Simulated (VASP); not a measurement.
# Be2Sn (Fm-3m) in VASP: further runs

The runs below take Be2Sn through single point, with PBEsol, HSE06.

Everything below comes from runs of VASP 6.6.1. Logs are shortened: lines on timing, memory, paths and dates and some standing lists are left out, and cuts for length are marked.

## 1. The cell of the first run

It takes space group Fm-3m (No. 225, cubic). The conventional cell has a = 5.803 Å, b = 5.803 Å, c = 5.803 Å, α = 90.00°, β = 90.00°, γ = 90.00°. Sn (site symmetry m-3m) has 8 Be at 2.51 Å within 3.3 Å. Within 3.3 Å of Be (site symmetry -43m) lie 4 Sn at 2.51 Å and 6 Be at 2.90 Å.

## 2. Single point, PBEsol

File INCAR:

```
SYSTEM = Be2Sn
PREC = Accurate ; ENCUT = 520
EDIFF = 1E-6 ; ISMEAR = -1
SIGMA = 0.02 ; LREAL = .False.
LASPH = .True. ; NELM = 100
ALGO = Normal ; ISIF = 2
LWAVE = .False. ; LCHARG = .False.
GGA = PS ; NBANDS = 16
```

File KPOINTS:

```
Automatic mesh
0
Gamma
  6 6 6
  0 0 0
```

File POSCAR:

```
Be2Sn
1.0
    0.0000000000      2.9015655576      2.9015655576
    2.9015655576      0.0000000000      2.9015655576
    2.9015655576      2.9015655576      0.0000000000
Sn Be
1 2
Direct
    0.0000000000      0.0000000000      0.0000000000
    0.2500000000      0.2500000000      0.2500000000
    0.7500000000      0.7500000000      0.7500000000
```

Potentials or basis: VASP PAW PBE potentials, release 64 (Sn_d, Be).

Started as:

```bash
> cat potpaw_PBE.64/Sn_d/POTCAR potpaw_PBE.64/Be/POTCAR > POTCAR
> mpirun -np 1 vasp_std > vasp.out
```

OUTCAR:

```text
SYSTEM = Be2Sn
   PREC = Accurate
   ENCUT = 520
   EDIFF = 1E-6
   ISMEAR = -1
   LREAL = .False.
   LASPH = .True.
   NELM = 100
   ISIF = 2
   GGA = PS

 ion  position               nearest neighbor table
   1  0.000  0.000  0.000-   2 2.51   3 2.51   3 2.51   3 2.51   3 2.51   2 2.51   2 2.51   2 2.51

   2  0.250  0.250  0.250-   1 2.51   1 2.51   1 2.51   1 2.51
   3  0.750  0.750  0.750-   1 2.51   1 2.51   1 2.51   1 2.51

  LATTYP: Found a face centered cubic cell.
 ALAT       =     5.8031311152

  Lattice vectors:

 A1 = (   0.0000000000,   2.9015655576,   2.9015655576)
 A2 = (   2.9015655576,   0.0000000000,   2.9015655576)
 A3 = (   2.9015655576,   2.9015655576,   0.0000000000)

Analysis of symmetry for initial positions (statically):
[... 5 lines left out ...]
 face centered cubic supercell.

 Subroutine GETGRP returns: Found 48 space group operations
 (whereof 48 operations were pure point group operations)
 out of a pool of 48 trial point group operations.

The static configuration has the point symmetry O_h .

Analysis of symmetry for dynamics (positions and initial velocities):
[... 5 lines left out ...]
 face centered cubic supercell.

 Subroutine GETGRP returns: Found 48 space group operations
 (whereof 48 operations were pure point group operations)
 out of a pool of 48 trial point group operations.

The dynamic configuration has the point symmetry O_h .

 Subroutine INISYM returns: Found 48 space group operations
 (whereof 48 operations are pure point group operations),
 and found     1 'primitive' translations

----------------------------------------------------------------------------------------

                                     Primitive cell

  volume of cell :      48.8570

  direct lattice vectors                    reciprocal lattice vectors
     0.000000000  2.901565558  2.901565558    -0.172320766  0.172320766  0.172320766
     2.901565558  0.000000000  2.901565558     0.172320766 -0.172320766  0.172320766
     2.901565558  2.901565558  0.000000000     0.172320766  0.172320766 -0.172320766

  length of vectors
     4.103433364  4.103433364  4.103433364     0.298468322  0.298468322  0.298468322

  position of ions in fractional coordinates (direct lattice)
     0.000000000  0.000000000  0.000000000
     0.250000000  0.250000000  0.250000000
     0.750000000  0.750000000  0.750000000

  ion indices of the primitive-cell ions
   primitive index   ion index
                 1           1
                 2           2
                 3           3
[... 60 lines left out ...]
   LASPH  =      T    aspherical Exc in radial PAW
   ENCUT  =  520.0 eV  38.22 Ry    6.18 a.u.   7.63  7.63  7.63*2*pi/ulx,y,z
   NELM   =    100;   NELMIN=  2; NELMDL= -5     # of ELM steps
   EDIFF  = 0.1E-05   stopping-criterion for ELM
   LREAL  =      F    real-space projection
   EDIFFG = 0.1E-04   stopping-criterion for IOM
   NSW    =      0    number of steps for IOM
   IBRION =     -1    ionic relax: 0-MD 1-quasi-New 2-CG
   NFREE  =      0    steps in history (QN), initial steepest desc. (CG)
   ISIF   =      2    stress and relaxation
   ISYM   =      2    0-nonsym 1-usesym 2-fastsym
   POTIM  = 0.5000    time-step for ionic-motion
   TEBEG  =    0.0;   TEEND  =   0.0 temperature during run
   PSTRESS=    0.0 pullay stress
   NELECT =      18.0000    total number of electrons
   NUPDOWN=      -1.0000    fix difference up-down
   EMIN   =  10.00;   EMAX   =-10.00  energy-range for DOS
   EFERMI =   0.00;   METHOD = LEGACY
   ISMEAR =    -1;   SIGMA  =   0.02  broadening in eV -4-tet -1-fermi 0-gaus
   EFERMI_NEDOS =   21; number of points for ismear=-14 and -15
   IALGO  =     38    algorithm
   IMIX   =      4    mixing-type and parameters
     AMIX     =   0.40;   BMIX     =  1.00
     AMIX_MAG =   1.60;   BMIX_MAG =  1.00
  volume/ion in A,a.u.               =      16.29       109.90
  Fermi-wavevector in a.u.,A,eV,Ry     =   1.173609  2.217799 18.740081  1.377357
  Thomas-Fermi vector in A             =   2.310019
   LORBIT       =      0    0 simple, 1 ext, 2 COOP (PROOUT), +10 PAW based schemes
   GGA     = PS    functional components
   LHFCALC =     F    Hartree Fock is set to
   AEXX    =    0.0000 exact exchange contribution
   IVDW    =     0    specifies the selected vdW correction
   LEPSILON=     F    determine dielectric tensor
   LRPA    =     F    only Hartree local field effects (RPA)
 non-spin polarized calculation
  energy-cutoff  :      520.00
  volume of cell :       48.86
 maximum number of plane-waves:      1363
 NGX is ok and might be reduce to    32
   NGX = 15   NGY = 15   NGZ = 15

 number of electron      17.9999994 magnetization

 Free energy of the ion-electron system (eV)
  ---------------------------------------------------
  ext. energy  EPLUGINS =         0.00000000
  ---------------------------------------------------
  free energy    TOTEN  =       -10.68398191 eV

  energy without entropy =      -10.68148440  energy(sigma->0) =      -10.68273315

 E-fermi :   6.5861     XC(G=0):  -9.9537

 val. band max:        6.5823553438   @ k =   0.3333   0.3333   0.0000
 cond. band min:       6.9307494147   @ k =   0.5000   0.3333   0.0000
 fundamental gap:      0.3483940709
 Fermi energy:         6.5860997457

 k-point     1 :       0.0000    0.0000    0.0000
  band No.  band energies     occupation
      1     -14.7007      2.00000
      2     -14.7007      2.00000
      3     -14.7007      2.00000
      4     -14.6103      2.00000
      5     -14.6103      2.00000
      6      -4.4520      2.00000
[... 281 lines left out ...]
      3     -14.6564      2.00000
      4     -14.6223      2.00000
      5     -14.6002      2.00000
      6      -1.3977      2.00000
[... 8 lines left out ...]
     15      14.2824      0.00000
     16      17.7475      0.00000

------------------------ aborting loop because EDIFF is reached ----------------------------------------

  FORCE on cell =-STRESS in cart. coord.  units (eV):
  Direction    XX          YY          ZZ          XY          YZ          ZX
  --------------------------------------------------------------------------------------
  -------------------------------------------------------------------------------------
  Total       -0.5300756     -0.5300756     -0.5300756     -0.0000000      0.0000000     -0.0000000
  in kB      -17.3828597    -17.3828597    -17.3828597     -0.0000000      0.0000000     -0.0000000
  external PRESSURE =     -17.3828597 kB  Pullay stress =       0.0000000 kB

 VOLUME and BASIS-vectors are now :
 -----------------------------------------------------------------------------
  energy-cutoff  :      520.00
  volume of cell :       48.86
      direct lattice vectors                 reciprocal lattice vectors
     0.000000000  2.901565558  2.901565558    -0.172320766  0.172320766  0.172320766
     2.901565558  0.000000000  2.901565558     0.172320766 -0.172320766  0.172320766
     2.901565558  2.901565558  0.000000000     0.172320766  0.172320766 -0.172320766

 POSITION                                       TOTAL-FORCE (eV/Angst)
 -----------------------------------------------------------------------------------
      0.00000      0.00000      0.00000        -0.000000      0.000000     -0.000000
      1.45078      1.45078      1.45078         0.000000     -0.000000      0.000000
      4.35235      4.35235      4.35235         0.000000      0.000000      0.000000
 -----------------------------------------------------------------------------------
    total drift:                                0.000000     -0.000000      0.000000

  FREE ENERGIE OF THE ION-ELECTRON SYSTEM (eV)
  ---------------------------------------------------
  free  energy   TOTEN  =       -10.6839819074 eV

  energy  without entropy=      -10.6814844000  energy(sigma->0) =      -10.68273315
```

stdout:

```text
POSCAR found type information on POSCAR SnBe
 POSCAR found :  2 types and       3 ions
 scaLAPACK will be used
 -----------------------------------------------------------------------------
|                                                                             |
|                                                                             |
|     You enforced a specific xc type in the INCAR file but a different       |
|     I HOPE YOU KNOW WHAT YOU ARE DOING!                                     |
|                                                                             |
 -----------------------------------------------------------------------------

 LDA part: xc-table for (Slater+PW92), standard interpolation
 POSCAR, INCAR and KPOINTS ok, starting setup
 FFT: planning ... GRIDC
 FFT: planning ... GRID_SOFT
 FFT: planning ... GRID
 WAVECAR not read
 entering main loop
```

Wall time 25 s (1 thread of AMD EPYC 7R13, shared host); peak memory 0.14 GiB.

Results:

```yaml
Free_energy: -10.6840 eV
Pressure: -1.7 GPa
Band_gap_on_the_k_mesh: zero (band 9 reaches 7.61 eV, above the bottom of band 10 at 6.37 eV)
```

Caveat: the PAW data sets were made with another functional, which shifts forces and pressure a little; spin-orbit coupling is left out, which moves the levels of the heavy elements.

## 3. Single point, HSE06

POSCAR is that of step 2.

File INCAR.step1:

```
SYSTEM = Be2Sn
PREC = Accurate ; ENCUT = 520
EDIFF = 1E-5 ; ISMEAR = -1
SIGMA = 0.02 ; LREAL = .FALSE.
LASPH = .TRUE. ; NELM = 100
ALGO = Normal ; ISIF = 2
LWAVE = .TRUE. ; LCHARG = .FALSE.
GGA = PE ; NBANDS = 16
```

File INCAR.step2:

```
SYSTEM = Be2Sn
PREC = Accurate ; ENCUT = 520
EDIFF = 1E-6 ; ISMEAR = -1
SIGMA = 0.02 ; LREAL = .FALSE.
LASPH = .TRUE. ; NELM = 100
ALGO = Normal ; ISIF = 2
LWAVE = .FALSE. ; LCHARG = .FALSE.
GGA = PE ; LHFCALC = .TRUE.
HFSCREEN = 0.2079 ; PRECFOCK = Normal
ISTART = 1 ; NBANDS = 16
```

File KPOINTS:

```
Automatic mesh
0
G
  4 4 4
  0 0 0
```

Potentials or basis: VASP PAW PBE potentials, release 64 (Sn_d, Be).

Started as:

```bash
> cat potpaw_PBE.64/Sn_d/POTCAR potpaw_PBE.64/Be/POTCAR > POTCAR
> cp INCAR.step1 INCAR
> mpirun -np 1 vasp_std > vasp.out
> cp INCAR.step2 INCAR
> mpirun -np 1 vasp_std > vasp.out
```

Run time: 14 min. Hardware: 1 thread of AMD EPYC 7R13, shared host; peak memory 0.26 GiB.

Results (log left out):

| Property | Result |
| --- | --- |
| Free energy | -10.3782 eV |
| Pressure | -1.1 GPa |
| Band gap on the k mesh | zero (band 9 reaches 7.82 eV, above the bottom of band 10 at 6.45 eV) |

Levels at points of the mesh, in eV from the Fermi level:
```
           k point  band 6  band 7  band 8  band 9  band 10  band 11  band 12  band 13
(0.00, 0.00, 0.00)  -12.53    1.12    1.12    1.12     1.21     1.21     1.21     4.54
(0.50, 0.00, 0.00)  -10.13   -7.48   -1.33   -1.33     1.95     1.95     2.37     4.82
(0.50, 0.50, 0.00)   -9.09   -6.86   -3.86   -3.86    -0.26     1.08     7.73     7.73
```

Caveat: the k points lie up to 0.47 Å⁻¹ apart; the PAW data sets were made with another functional, which shifts forces and pressure a little; spin-orbit coupling is left out, which moves the levels of the heavy elements.
